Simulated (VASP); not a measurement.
# WC (I4/mmm) in VASP: a series of runs, part 2 of 2

VASP 6.6.1. The steps go on from the part before.

**3. Single point, r2SCAN (strain -0.025 along x and y, +0.000 along z)**

POSCAR reads:

```
WC
1.0
    0.0000000000      2.1378669000      2.1926840000
    2.1378669000      0.0000000000      2.1926840000
    2.1378669000      2.1378669000      0.0000000000
W C
1 1
Direct
    0.0000000000      0.0000000000      0.0000000000
    0.5000000000      0.5000000000      0.5000000000
```

INCAR.step1 reads:

```
PREC     = Accurate       # precision mode
ENCUT    = 520            # plane-wave cutoff, eV
ISMEAR   = 0              # smearing method
SIGMA    = 0.15           # smearing width, eV
LREAL    = F              # projectors in reciprocal space
LASPH    = T              # aspherical terms in the spheres
NELM     = 80             # most SCF steps
NBANDS   = 16             # bands
GGA      = PE             # functional
ALGO     = Normal         # electronic algorithm
EDIFF    = 1E-4           # SCF threshold, eV
LWAVE    = T              # write WAVECAR
LCHARG   = F              # write CHGCAR
```

INCAR.step2 reads:

```
PREC     = Accurate       # precision mode
ENCUT    = 520            # plane-wave cutoff, eV
EDIFF    = 1E-6           # SCF threshold, eV
ISMEAR   = 0              # smearing method
SIGMA    = 0.15           # smearing width, eV
LREAL    = F              # projectors in reciprocal space
LASPH    = T              # aspherical terms in the spheres
NELM     = 80             # most SCF steps
ALGO     = Normal         # electronic algorithm
ISIF     = 2              # what is computed and relaxed
LWAVE    = F              # write WAVECAR
LCHARG   = F              # write CHGCAR
METAGGA  = R2SCAN         # meta-GGA
LMIXTAU  = T            
NBANDS   = 16             # bands
ISTART   = 1
```

KPOINTS reads:

```
Automatic mesh
0
Gamma
  18 18 18
```

Potentials or basis: VASP PAW PBE potentials, release 64 (W_sv, C).

The run is started by

```console
cat potpaw_PBE.64/W_sv/POTCAR potpaw_PBE.64/C/POTCAR > POTCAR
cp INCAR.step1 INCAR
mpirun -np 1 vasp_std > vasp.out
cp INCAR.step2 INCAR
mpirun -np 1 vasp_std > vasp.out
```

OUTCAR:

```text
PREC = Accurate
   ENCUT = 520
   EDIFF = 1E-6
   ISMEAR = 0
   LREAL = F
   LASPH = T
   NELM = 80
   ISIF = 2
   METAGGA = R2SCAN
   ISTART = 1

 ion  position               nearest neighbor table
   1  0.000  0.000  0.000-   2 2.14   2 2.14   2 2.14   2 2.14   2 2.19   2 2.19
   2  0.500  0.500  0.500-   1 2.14   1 2.14   1 2.14   1 2.14   1 2.19   1 2.19

  LATTYP: Found a body centered tetragonal cell.
 ALAT       =     3.0234003645
 C/A-ratio  =     1.4504754486

  Lattice vectors:

 A1 = (  -2.1378669000,   0.0000000000,   2.1926840000)
 A2 = (   2.1378669000,   0.0000000000,   2.1926840000)
 A3 = (   0.0000000000,   2.1378669000,  -2.1926840000)

Analysis of symmetry for initial positions (statically):
=====================================================================
 Subroutine PRICEL returns:
 Original cell was already a primitive cell.

 Routine SETGRP: Setting up the symmetry group for a
 body centered tetragonal supercell.

 Subroutine GETGRP returns: Found 16 space group operations
 (whereof 16 operations were pure point group operations)
 out of a pool of 16 trial point group operations.

The static configuration has the point symmetry D_4h.

Analysis of symmetry for dynamics (positions and initial velocities):
=====================================================================
 Subroutine PRICEL returns:
 Original cell was already a primitive cell.

 Routine SETGRP: Setting up the symmetry group for a
 body centered tetragonal supercell.

 Subroutine GETGRP returns: Found 16 space group operations
 (whereof 16 operations were pure point group operations)
 out of a pool of 16 trial point group operations.

The dynamic configuration has the point symmetry D_4h.

 Subroutine INISYM returns: Found 16 space group operations
[... 112 lines left out ...]
   ISMEAR =     0;   SIGMA  =   0.15  broadening in eV -4-tet -1-fermi 0-gaus
   EFERMI_NEDOS =   21; number of points for ismear=-14 and -15
   IALGO  =     38    algorithm
   IMIX   =      4    mixing-type and parameters
     AMIX     =   0.40;   BMIX     =  1.00
     AMIX_MAG =   1.60;   BMIX_MAG =  1.00
  volume/ion in A,a.u.               =      10.02        67.63
  Fermi-wavevector in a.u.,A,eV,Ry     =   1.579465  2.984755 33.942565  2.494708
  Thomas-Fermi vector in A             =   2.679840
   LORBIT       =      0    0 simple, 1 ext, 2 COOP (PROOUT), +10 PAW based schemes
   METAGGA = R2SCAN    functional components
   LHFCALC =     F    Hartree Fock is set to
   AEXX    =    0.0000 exact exchange contribution
   IVDW    =     0    specifies the selected vdW correction
   LEPSILON=     F    determine dielectric tensor
   LRPA    =     F    only Hartree local field effects (RPA)
 non-spin polarized calculation
 Gauss-broadening in eV      SIGMA  =   0.15
  energy-cutoff  :      520.00
  volume of cell :       20.04
 maximum number of plane-waves:       552
   NGX = 11   NGY = 11   NGZ = 11

 number of electron      17.9999998 magnetization

 Free energy of the ion-electron system (eV)
  ---------------------------------------------------
  ext. energy  EPLUGINS =         0.00000000
  ---------------------------------------------------
  free energy    TOTEN  =       -60.56920566 eV

  energy without entropy =      -60.55991717  energy(sigma->0) =      -60.56456141

 E-fermi :  13.1921     XC(G=0): -15.1825

 val. band max:       13.1916228619   @ k =  -0.2778   0.4444   0.1667
 cond. band min:      13.1967780084   @ k =  -0.3889   0.2778   0.1111
 fundamental gap:      0.0051551465
 Fermi energy:        13.1920649979

 k-point     1 :       0.0000    0.0000    0.0000
  band No.  band energies     occupation
      1     -64.2312      2.00000
      2     -27.5590      2.00000
      3     -27.5590      2.00000
      4     -27.5590      2.00000
      5      -3.9829      2.00000
      6       9.9268      2.00000
[... 433 lines left out ...]
      3     -27.6279      2.00000
      4     -27.5793      2.00000
      5      -2.2310      2.00000
      6       6.4340      2.00000
[... 8 lines left out ...]
     15      26.5743      0.00000
     16      30.6957      0.00000

 [... further k-points ...]

------------------------ aborting loop because EDIFF is reached ----------------------------------------

  FORCE on cell =-STRESS in cart. coord.  units (eV):
  Direction    XX          YY          ZZ          XY          YZ          ZX
  --------------------------------------------------------------------------------------
  -------------------------------------------------------------------------------------
  Total        2.9405302      2.9405302      0.7209104      0.0000000      0.0000000      0.0000000
  in kB      235.0546547    235.0546547     57.6268029      0.0000000      0.0000000      0.0000000
  external PRESSURE =     175.9120375 kB  Pullay stress =       0.0000000 kB

 VOLUME and BASIS-vectors are now :
 -----------------------------------------------------------------------------
  energy-cutoff  :      520.00
  volume of cell :       20.04
      direct lattice vectors                 reciprocal lattice vectors
     0.000000000  2.137866900  2.192684000    -0.233877984  0.233877984  0.228031034
     2.137866900  0.000000000  2.192684000     0.233877984 -0.233877984  0.228031034
     2.137866900  2.137866900  0.000000000     0.233877984  0.233877984 -0.228031034

 POSITION                                       TOTAL-FORCE (eV/Angst)
 -----------------------------------------------------------------------------------
      0.00000      0.00000      0.00000         0.000000     -0.000000     -0.000000
      2.13787      2.13787      2.19268        -0.000000      0.000000      0.000000
 -----------------------------------------------------------------------------------
    total drift:                                0.000000     -0.000000     -0.000000

  FREE ENERGIE OF THE ION-ELECTRON SYSTEM (eV)
  ---------------------------------------------------
  free  energy   TOTEN  =       -60.5692056625 eV

  energy  without entropy=      -60.5599171658  energy(sigma->0) =      -60.56456141
```

OSZICAR.step1:

```text
N       E                     dE             d eps       ncg     rms          rms(c)
DAV:   1     0.109797407808E+03    0.10980E+03   -0.93442E+03 15416   0.126E+03
DAV:   2    -0.217828902029E+02   -0.13158E+03   -0.12704E+03 18688   0.338E+02
DAV:   3    -0.249774247790E+02   -0.31945E+01   -0.31827E+01 16704   0.496E+01
DAV:   4    -0.249927531098E+02   -0.15328E-01   -0.15328E-01 20080   0.390E+00
DAV:   5    -0.249928601395E+02   -0.10703E-03   -0.10703E-03 16800   0.307E-01    0.341E+01
DAV:   6    -0.215624727577E+02    0.34304E+01   -0.83690E+00 19568   0.278E+01    0.919E+00
DAV:   7    -0.215089227363E+02    0.53550E-01   -0.43934E-01 15552   0.531E+00    0.705E+00
DAV:   8    -0.214829823564E+02    0.25940E-01   -0.58607E-02 17792   0.205E+00    0.160E+00
DAV:   9    -0.214811291821E+02    0.18532E-02   -0.30683E-03 16976   0.442E-01    0.108E-01
DAV:  10    -0.214810933242E+02    0.35858E-04   -0.29532E-04 17808   0.190E-01
   1 F= -.21481093E+02 E0= -.21476247E+02  d E =-.969277E-02
```

It took 3.8 min on 1 thread of Intel Xeon 6975P-C (Granite Rapids), shared host; peak memory 0.27 GiB.

Results:

| Item | Value |
| --- | --- |
| Free energy | -60.5692 eV |
| Pressure | 17.6 GPa |
| Band gap on the k mesh | zero (bands 9 and 10 overlap by 3.40 eV) |

Stress tensor (GPa, compression positive):
```
23.51  0.00  0.00
 0.00 23.51  0.00
 0.00  0.00  5.76
```

Caveat: the cell differs from its parent crystal (strain -0.025 along x and y, +0.000 along z); the stress differs along the axes, from 6 to 24 GPa; the PAW data sets were made with another functional, which shifts forces and pressure a little; spin-orbit coupling is left out, which moves the levels of the heavy elements.

**4. Single point, r2SCAN (strain -0.025 along x and y, +0.025 along z)**

POSCAR reads:

```
WC
1.0
    0.0000000000      2.1378669000      2.2475011000
    2.1378669000      0.0000000000      2.2475011000
    2.1378669000      2.1378669000      0.0000000000
W C
1 1
Direct
    0.0000000000      0.0000000000      0.0000000000
    0.5000000000      0.5000000000      0.5000000000
```

INCAR.step1 reads:

```
SYSTEM = WC
ALGO = Normal
EDIFF = 1E-4
ENCUT = 520
GGA = PE
ISMEAR = 0
LASPH = .True.
LCHARG = .False.
LREAL = .False.
LWAVE = .True.
NBANDS = 16
NELM = 80
PREC = Accurate
SIGMA = 0.15
```

INCAR.step2 reads:

```
SYSTEM = WC
ALGO = Normal
EDIFF = 1E-7
ENCUT = 520
ISIF = 2
ISMEAR = 0
ISTART = 1
LASPH = .True.
LCHARG = .False.
LMIXTAU = .True.
LREAL = .False.
LWAVE = .False.
METAGGA = R2SCAN
NBANDS = 16
NELM = 80
PREC = Accurate
SIGMA = 0.15
```

KPOINTS reads:

```
k-points
0
Gamma
  18 18 18
  0 0 0
```

The run is started by

```console
cat potpaw_PBE.64/W_sv/POTCAR potpaw_PBE.64/C/POTCAR > POTCAR
cp INCAR.step1 INCAR
mpirun -np 1 vasp_std > vasp.out
cp INCAR.step2 INCAR
mpirun -np 1 vasp_std > vasp.out
```

Wall time 4.4 min (1 thread of Intel Xeon 6975P-C (Granite Rapids), shared host); peak memory 0.27 GiB.

It converged, with:

```yaml
Free_energy: -60.5613 eV
Pressure: 8.5 GPa
Band_gap_on_the_k_mesh: zero (bands 9 and 10 overlap by 3.16 eV)
```

Stress tensor (GPa, compression positive):
```
 17.86   0.00   0.00
  0.00  17.86   0.00
  0.00   0.00 -10.20
```

Levels at points of the mesh, in eV from the Fermi level:
```tsv
k point	band 6	band 7	band 8	band 9	band 10	band 11	band 12	band 13
(0.00, 0.00, 0.00)	-3.36	-2.71	-2.71	-1.45	-1.35	-1.14	-1.14	-0.75
(0.50, 0.00, 0.00)	-10.43	-7.20	-7.12	0.98	1.37	2.67	5.36	8.73
(0.50, 0.50, 0.00)	-6.35	-6.08	-2.51	-2.51	0.85	2.42	2.42	5.44
(0.50, 0.00, 0.50)	-6.09	-5.76	-2.91	-2.80	0.88	2.12	2.78	6.30
```

Caveat: the cell differs from its parent crystal (strain -0.025 along x and y, +0.025 along z); the stress differs along the axes, from -10 to 18 GPa; the PAW data sets were made with another functional, which shifts forces and pressure a little; spin-orbit coupling is left out, which moves the levels of the heavy elements.

**5. Summary**

```tsv
cell	gap on the mesh (eV)	pressure (GPa)
a = 3.064, b = 3.064, c = 2.946 Å, angles 61.3, 61.3, 57.5°, 2 atoms	none	35.5
a = 3.062, b = 3.062, c = 3.023 Å, angles 60.4, 60.4, 59.2°, 2 atoms	none	17.6
a = 3.102, b = 3.102, c = 3.023 Å, angles 60.8, 60.8, 58.3°, 2 atoms	none	8.5
```

Alike in all rows: task single point; level r2SCAN; potentials or basis VASP PAW PBE potentials, release 64 (W_sv, C); no spin polarisation; k mesh 18 × 18 × 18; cutoff (eV) 520; smearing gaussian 0.15 eV.

Caveats: the PAW data sets were made with another functional, which shifts forces and pressure a little; spin-orbit coupling is left out, which moves the levels of the heavy elements; the stress differs along the axes, from 0 to 53 GPa (at least some runs); the stress differs along the axes, from 6 to 24 GPa (at least some runs); the stress differs along the axes, from -10 to 18 GPa (at least some runs).

Absolute energies hang on the potentials; compare differences alone.

The gap in the log of VASP goes by the Fermi energy; the results here count the filled bands.